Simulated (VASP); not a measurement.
# GaN (Fm-3m) in VASP: notebook

The runs below take GaN through single point, with r2SCAN.

Program: VASP 6.6.1. These are calculated values, not measurements. Logs are shortened: lines on timing, memory, paths and dates and some standing lists are left out, and cuts for length are marked.

### 1 The cell of the first run

Symmetry: Fm-3m, No. 225, cubic system. The conventional cell has a = 4.123 Å, b = 4.123 Å, c = 4.123 Å, α = 90.00°, β = 90.00°, γ = 90.00°. Within 2.7 Å of Ga (site symmetry m-3m) lie 6 N at 2.06 Å. Within 2.7 Å of N (site symmetry m-3m) lie 6 Ga at 2.06 Å.

### 2 Single point, r2SCAN

POSCAR

```
GaN
1.0
    0.0000000000      2.0615467261      2.0615467261
    2.0615467261      0.0000000000      2.0615467261
    2.0615467261      2.0615467261      0.0000000000
Ga N
1 1
Direct
    0.0000000000      0.0000000000      0.0000000000
    0.5000000000      0.5000000000      0.5000000000
```

INCAR.step1

```
  ALGO = Normal
  EDIFF = 1E-4
  ENCUT = 520
  GGA = PE
  ISMEAR = 0
  LASPH = T
  LCHARG = F
  LREAL = F
  LWAVE = T
  NBANDS = 16
  NELM = 80
  PREC = Accurate
  SIGMA = 0.01
```

INCAR.step2

```
  ALGO = Normal
  EDIFF = 1E-7
  ENCUT = 520
  ISIF = 2
  ISMEAR = 0
  ISTART = 1
  LASPH = T
  LCHARG = T
  LELF = T
  LMIXTAU = T
  LREAL = F
  LVHAR = T
  LWAVE = F
  METAGGA = R2SCAN
  NBANDS = 16
  NELM = 80
  PREC = Accurate
  SIGMA = 0.01
```

KPOINTS

```
k-points
0
Gamma
  8 8 8
```

Potentials or basis: VASP PAW PBE potentials, release 64 (Ga_d, N).

Run with:

```bash
$ cat potpaw_PBE.64/Ga_d/POTCAR potpaw_PBE.64/N/POTCAR > POTCAR
$ cp INCAR.step1 INCAR
$ mpirun -np 1 vasp_std > vasp.out
$ cp INCAR.step2 INCAR
$ mpirun -np 1 vasp_std > vasp.out
```

OUTCAR:

```text
EDIFF = 1E-7
   ENCUT = 520
   ISIF = 2
   ISMEAR = 0
   ISTART = 1
   LASPH = T
   LREAL = F
   METAGGA = R2SCAN
   NELM = 80
   PREC = Accurate

 ion  position               nearest neighbor table
   1  0.000  0.000  0.000-   2 2.06   2 2.06   2 2.06   2 2.06   2 2.06   2 2.06
   2  0.500  0.500  0.500-   1 2.06   1 2.06   1 2.06   1 2.06   1 2.06   1 2.06

  LATTYP: Found a face centered cubic cell.
 ALAT       =     4.1230934522

  Lattice vectors:

 A1 = (   0.0000000000,   2.0615467261,   2.0615467261)
 A2 = (   2.0615467261,   0.0000000000,   2.0615467261)
 A3 = (   2.0615467261,   2.0615467261,   0.0000000000)

Analysis of symmetry for initial positions (statically):
=====================================================================
 Subroutine PRICEL returns:
 Original cell was already a primitive cell.

 Routine SETGRP: Setting up the symmetry group for a
 face centered cubic supercell.

 Subroutine GETGRP returns: Found 48 space group operations
 (whereof 48 operations were pure point group operations)
 out of a pool of 48 trial point group operations.

The static configuration has the point symmetry O_h .

Analysis of symmetry for dynamics (positions and initial velocities):
=====================================================================
 Subroutine PRICEL returns:
 Original cell was already a primitive cell.

 Routine SETGRP: Setting up the symmetry group for a
 face centered cubic supercell.

 Subroutine GETGRP returns: Found 48 space group operations
 (whereof 48 operations were pure point group operations)
 out of a pool of 48 trial point group operations.

The dynamic configuration has the point symmetry O_h .

 Subroutine INISYM returns: Found 48 space group operations
 (whereof 48 operations are pure point group operations),
 and found     1 'primitive' translations

----------------------------------------------------------------------------------------

                                     Primitive cell

  volume of cell :      17.5230

  direct lattice vectors                    reciprocal lattice vectors
     0.000000000  2.061546726  2.061546726    -0.242536341  0.242536341  0.242536341
     2.061546726  0.000000000  2.061546726     0.242536341 -0.242536341  0.242536341
     2.061546726  2.061546726  0.000000000     0.242536341  0.242536341 -0.242536341

  length of vectors
     2.915467340  2.915467340  2.915467340     0.420085266  0.420085266  0.420085266

  position of ions in fractional coordinates (direct lattice)
     0.000000000  0.000000000  0.000000000
     0.500000000  0.500000000  0.500000000

  ion indices of the primitive-cell ions
   primitive index   ion index
                 1           1
                 2           2

----------------------------------------------------------------------------------------

 KPOINTS: k-points

Automatic generation of k-mesh.
 Grid dimensions read from file:
 generate k-points for:    8    8    8

 Generating k-lattice:

  Cartesian coordinates                     Fractional coordinates (reciprocal lattice)
    -0.030317043  0.030317043  0.030317043     0.125000000  0.000000000  0.000000000
     0.030317043 -0.030317043  0.030317043     0.000000000  0.125000000  0.000000000
     0.030317043  0.030317043 -0.030317043     0.000000000  0.000000000  0.125000000

  Length of vectors
     0.052510658  0.052510658  0.052510658

  Shift w.r.t. Gamma in fractional coordinates (k-lattice)
     0.000000000  0.000000000  0.000000000

 Subroutine IBZKPT returns following result:
 ===========================================

 Found     29 irreducible k-points:

 Following reciprocal coordinates:
            Coordinates               Weight
  0.000000  0.000000  0.000000      1.000000
  0.125000  0.000000  0.000000      8.000000
  0.250000  0.000000  0.000000      8.000000
  0.375000  0.000000  0.000000      8.000000
  0.500000  0.000000  0.000000      4.000000
  0.125000  0.125000  0.000000      6.000000
[... 16 lines left out ...]
  0.500000  0.250000  0.125000     48.000000
 -0.375000  0.250000  0.125000     24.000000
 [... further k-points ...]
   k-points           NKPTS =     29   k-points in BZ     NKDIM =     29   number of bands    NBANDS=     16
   number of dos      NEDOS =    301   number of ions     NIONS =      2
   total plane-waves  NPLWV =  13824
   dimension x,y,z NGX =    24 NGY =   24 NGZ =   24
   dimension x,y,z NGXF=    48 NGYF=   48 NGZF=   48
   ions per type =               1   1
   NGX,Y,Z   is equivalent  to a cutoff of  13.69, 13.69, 13.69 a.u.
   NGXF,Y,Z  is equivalent  to a cutoff of  27.37, 27.37, 27.37 a.u.
 SYSTEM =  unknown system
   PREC   = accura    normal or accurate (medium, high low for compatibility)
   ISTART =      1    job   : 0-new  1-cont  2-samecut
   ICHARG =      0    charge: 1-file 2-atom 10-const
   ISPIN  =      1    spin polarized calculation?
   LNONCOLLINEAR =      F non collinear calculations
   LSORBIT =      F    spin-orbit coupling
   LASPH  =      T    aspherical Exc in radial PAW
   ENCUT  =  520.0 eV  38.22 Ry    6.18 a.u.   5.42  5.42  5.42*2*pi/ulx,y,z
   NELM   =     80;   NELMIN=  2; NELMDL=  0     # of ELM steps
   EDIFF  = 0.1E-06   stopping-criterion for ELM
   LREAL  =      F    real-space projection
   EDIFFG = 0.1E-05   stopping-criterion for IOM
   NSW    =      0    number of steps for IOM
   IBRION =     -1    ionic relax: 0-MD 1-quasi-New 2-CG
   NFREE  =      0    steps in history (QN), initial steepest desc. (CG)
   ISIF   =      2    stress and relaxation
   ISYM   =      2    0-nonsym 1-usesym 2-fastsym
   POTIM  = 0.5000    time-step for ionic-motion
   TEBEG  =    0.0;   TEEND  =   0.0 temperature during run
   PSTRESS=    0.0 pullay stress
   NELECT =      18.0000    total number of electrons
   NUPDOWN=      -1.0000    fix difference up-down
   EMIN   =  10.00;   EMAX   =-10.00  energy-range for DOS
   EFERMI =   0.00;   METHOD = LEGACY
   ISMEAR =     0;   SIGMA  =   0.01  broadening in eV -4-tet -1-fermi 0-gaus
   EFERMI_NEDOS =   21; number of points for ismear=-14 and -15
   IALGO  =     38    algorithm
   IMIX   =      4    mixing-type and parameters
     AMIX     =   0.40;   BMIX     =  1.00
     AMIX_MAG =   1.60;   BMIX_MAG =  1.00
  volume/ion in A,a.u.               =       8.76        59.13
  Fermi-wavevector in a.u.,A,eV,Ry     =   1.651819  3.121485 37.123583  2.728506
  Thomas-Fermi vector in A             =   2.740534
   LORBIT       =      0    0 simple, 1 ext, 2 COOP (PROOUT), +10 PAW based schemes
   METAGGA = R2SCAN    functional components
   LHFCALC =     F    Hartree Fock is set to
   AEXX    =    0.0000 exact exchange contribution
   IVDW    =     0    specifies the selected vdW correction
   LEPSILON=     F    determine dielectric tensor
   LRPA    =     F    only Hartree local field effects (RPA)
 non-spin polarized calculation
 Gauss-broadening in eV      SIGMA  =   0.01
  energy-cutoff  :      520.00
  volume of cell :       17.52
 maximum number of plane-waves:       489
 NGX is ok and might be reduce to    24
   NGX = 11   NGY = 11   NGZ = 11

 number of electron      17.9999994 magnetization

 Free energy of the ion-electron system (eV)
  ---------------------------------------------------
  ext. energy  EPLUGINS =         0.00000000
  ---------------------------------------------------
  free energy    TOTEN  =       -20.89361443 eV

  energy without entropy =      -20.89361443  energy(sigma->0) =      -20.89361443

 E-fermi :   8.6793     XC(G=0): -14.6617

 val. band max:        8.6021222966   @ k =  -0.2500   0.1250   0.0000
 cond. band min:      10.2406100230   @ k =   0.5000   0.5000   0.0000
 fundamental gap:      1.6384877263
 Fermi energy:         8.6792760885

 k-point     1 :       0.0000    0.0000    0.0000
  band No.  band energies     occupation
      1     -10.2245      2.00000
      2      -5.7303      2.00000
      3      -5.7303      2.00000
      4      -5.7303      2.00000
      5      -5.6457      2.00000
      6      -5.6457      2.00000
[... 8 lines left out ...]
     15      26.7043      0.00000
     16      26.7043      0.00000

 k-point     2 :       0.1250    0.0000    0.0000
  band No.  band energies     occupation
      1      -9.8955      2.00000
      2      -5.7473      2.00000
      3      -5.7265      2.00000
      4      -5.7264      2.00000
      5      -5.6605      2.00000
      6      -5.6605      2.00000
[... 8 lines left out ...]
     15      26.3582      0.00000
     16      26.3584      0.00000

 k-point     3 :       0.2500    0.0000    0.0000
  band No.  band energies     occupation
      1      -8.9630      2.00000
      2      -5.8231      2.00000
      3      -5.8230      2.00000
      4      -5.7951      2.00000
      5      -5.5880      2.00000
      6      -5.5880      2.00000
[... 8 lines left out ...]
     15      28.0452      0.00000
     16      28.0453      0.00000

 k-point     4 :       0.3750    0.0000    0.0000
  band No.  band energies     occupation
      1      -7.6685      2.00000
      2      -5.9321      2.00000
      3      -5.9320      2.00000
      4      -5.8867      2.00000
      5      -5.4998      2.00000
      6      -5.4997      2.00000
[... 8 lines left out ...]
     15      31.0412      0.00000
     16      31.0413      0.00000

 k-point     5 :       0.5000    0.0000    0.0000
  band No.  band energies     occupation
      1      -6.8309      2.00000
      2      -6.0314      2.00000
      3      -5.9771      2.00000
      4      -5.9771      2.00000
      5      -5.4624      2.00000
      6      -5.4624      2.00000
[... 8 lines left out ...]
     15      34.1671      0.00000
     16      34.1674      0.00000

 k-point     6 :       0.1250    0.1250    0.0000
  band No.  band energies     occupation
      1      -9.7976      2.00000
      2      -5.7622      2.00000
      3      -5.7389      2.00000
      4      -5.6924      2.00000
      5      -5.6924      2.00000
      6      -5.6263      2.00000
[... 8 lines left out ...]
     15      29.4079      0.00000
     16      29.4080      0.00000

 k-point     7 :       0.2500    0.1250    0.0000
  band No.  band energies     occupation
      1      -9.1119      2.00000
      2      -5.8221      2.00000
      3      -5.7907      2.00000
      4      -5.7175      2.00000
      5      -5.6132      2.00000
      6      -5.5683      2.00000
[... 8 lines left out ...]
     15      29.5402      0.00000
     16      30.4170      0.00000

 k-point     8 :       0.3750    0.1250    0.0000
  band No.  band energies     occupation
      1      -8.0629      2.00000
      2      -5.8990      2.00000
      3      -5.8211      2.00000
      4      -5.7801      2.00000
      5      -5.4850      2.00000
      6      -5.4450      2.00000
[... 8 lines left out ...]
     15      30.1295      0.00000
     16      32.5791      0.00000

 k-point     9 :       0.5000    0.1250    0.0000
  band No.  band energies     occupation
      1      -7.2667      2.00000
      2      -5.9551      2.00000
      3      -5.9124      2.00000
      4      -5.7177      2.00000
      5      -5.4553      2.00000
      6      -5.1770      2.00000
[... 8 lines left out ...]
     15      31.3278      0.00000
     16      34.1686      0.00000
[... 172 lines left out ...]
 k-point    19 :       0.5000    0.3750    0.0000
  band No.  band energies     occupation
      1      -8.0993      2.00000
      2      -5.9178      2.00000
      3      -5.5789      2.00000
      4      -5.4624      2.00000
      5      -5.4111      2.00000
      6      -3.3301      2.00000
[... 8 lines left out ...]
     15      36.6336      0.00000
     16      38.9128      0.00000

 k-point    20 :      -0.3750    0.3750    0.0000
  band No.  band energies     occupation
      1      -7.8527      2.00000
      2      -5.8707      2.00000
      3      -5.6970      2.00000
      4      -5.5658      2.00000
      5      -5.4340      2.00000
      6      -3.2445      2.00000
[... 8 lines left out ...]
     15      33.3739      0.00000
     16      36.4531      0.00000

 k-point    21 :       0.5000    0.5000    0.0000
  band No.  band energies     occupation
      1      -8.2040      2.00000
      2      -5.9497      2.00000
      3      -5.5129      2.00000
      4      -5.3912      2.00000
      5      -5.3912      2.00000
      6      -2.7198      2.00000
[... 8 lines left out ...]
     15      38.9236      0.00000
     16      39.2488      0.00000

 k-point    22 :       0.3750    0.2500    0.1250
  band No.  band energies     occupation
      1      -8.4322      2.00000
      2      -5.8161      2.00000
      3      -5.8010      2.00000
      4      -5.7367      2.00000
      5      -5.5813      2.00000
      6      -5.3784      2.00000
[... 8 lines left out ...]
     15      31.9771      0.00000
     16      32.3409      0.00000

 k-point    23 :       0.5000    0.2500    0.1250
  band No.  band energies     occupation
      1      -7.7483      2.00000
      2      -5.8679      2.00000
      3      -5.8015      2.00000
      4      -5.7224      2.00000
      5      -5.4942      2.00000
      6      -4.8886      2.00000
[... 8 lines left out ...]
     15      32.0830      0.00000
     16      33.4979      0.00000

 k-point    24 :      -0.3750    0.2500    0.1250
  band No.  band energies     occupation
      1      -7.4974      2.00000
      2      -5.9103      2.00000
      3      -5.8108      2.00000
      4      -5.6933      2.00000
      5      -5.4551      2.00000
      6      -4.4150      2.00000
[... 8 lines left out ...]
     15      29.4734      0.00000
     16      34.4144      0.00000

 [... further k-points ...]
[... 5 lines left out ...]
  --------------------------------------------------------------------------------------
  -------------------------------------------------------------------------------------
  Total        2.2744623      2.2744623      2.2744623      0.0000000     -0.0000000      0.0000000
  in kB      207.9599912    207.9599912    207.9599912      0.0000000     -0.0000000      0.0000000
  external PRESSURE =     207.9599912 kB  Pullay stress =       0.0000000 kB

 VOLUME and BASIS-vectors are now :
 -----------------------------------------------------------------------------
  energy-cutoff  :      520.00
  volume of cell :       17.52
      direct lattice vectors                 reciprocal lattice vectors
     0.000000000  2.061546726  2.061546726    -0.242536341  0.242536341  0.242536341
     2.061546726  0.000000000  2.061546726     0.242536341 -0.242536341  0.242536341
     2.061546726  2.061546726  0.000000000     0.242536341  0.242536341 -0.242536341

 POSITION                                       TOTAL-FORCE (eV/Angst)
 -----------------------------------------------------------------------------------
      0.00000      0.00000      0.00000         0.000000      0.000000      0.000000
      2.06155      2.06155      2.06155         0.000000      0.000000     -0.000000
 -----------------------------------------------------------------------------------
    total drift:                                0.000000     -0.000000     -0.000000

  FREE ENERGIE OF THE ION-ELECTRON SYSTEM (eV)
  ---------------------------------------------------
  free  energy   TOTEN  =       -20.8936144312 eV

  energy  without entropy=      -20.8936144312  energy(sigma->0) =      -20.89361443
```

Wall time 17 s (1 thread of Intel Xeon 6975P-C (Granite Rapids), shared host); peak memory 0.14 GiB.

What came out:

| Quantity | Value |
| --- | --- |
| Free energy | -20.8936 eV |
| Pressure | 20.8 GPa |
| Band gap on the k mesh | 1.64 eV, indirect (least direct gap 4.34 eV) |

Caveat: the PAW data sets were made with another functional, which shifts forces and pressure a little.

[end of part 1 of 2]
